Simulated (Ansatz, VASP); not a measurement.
NaF in VASP and in Ansatz

Contents of INCAR:

```
SYSTEM = NaF
ALGO = Normal
EDIFF = 1E-6
ENCUT = 520
GGA = PS
ISIF = 2
ISMEAR = 0
LASPH = .TRUE.
LCHARG = .FALSE.
LREAL = .FALSE.
LWAVE = .FALSE.
NBANDS = 14
NELM = 100
PREC = Accurate
SIGMA = 0.05
```

The input KPOINTS:

```
k-points
0
G
  10 10 10
  0 0 0
```

POSCAR

```
NaF
1.0
    0.0000000000      2.0699291914      2.9268798766
    2.0699291914      0.0000000000      2.9268798766
    2.0699291914      2.0699291914      0.0000000000
Na F
1 1
Direct
    0.0000000000      0.0000000000      0.0000000000
    0.5000000000      0.5000000000      0.5000000000
```

Input for Ansatz:

```yaml
crystal:
  lattice:
    - [0.0, 2.0699291914, 2.9268798766]
    - [2.0699291914, 0.0, 2.9268798766]
    - [2.0699291914, 2.0699291914, 0.0]
  atoms:
    - { symbol: Na, position: [0.0, 0.0, 0.0] }
    - { symbol: F, position: [0.5, 0.5, 0.5] }
basis:
  ecutwfc: 420
kpoints:
  mp_grid: { grid: [10, 10, 10] }
hamiltonian:
  xc: pbesol
scf:
  occupations: { method: gaussian, width: 0.05 }
output:
  forces: true
  stress: true
  eigenvalues: true
```

Alike in both runs: task single point; functional PBEsol; k mesh 10 × 10 × 10; occupations gaussian, width 0.05 eV; no spin polarisation.

|  | VASP | Ansatz |
| --- | --- | --- |
| version | VASP 6.6.1 | Ansatz 0.2.0 |
| potentials or method | VASP PAW PBE potentials, release 64 (Na_pv, F), cutoff 520 eV | scalar-relativistic, plane waves, PAW |
| valence electrons in the cell | 14 | 16 |

```tsv
	VASP	Ansatz	Ansatz less VASP
gap on the k mesh at the Fermi level (eV)	5.90	5.93	+0.033
least direct gap on the mesh (eV)	5.90	5.93	+0.033
pressure (GPa)	12.1	11.6	-0.43
traceless stress, the component that is largest in VASP (GPa)	-15.88	-15.18	+0.699
```

VASP's potentials were made for PBE, not for PBEsol. The functional is the same, so the differences come from potentials, cutoffs and numerics. VASP's potentials hold 14 valence electrons a cell and Ansatz's 16, so a difference there can come from the potentials and not from the codes.
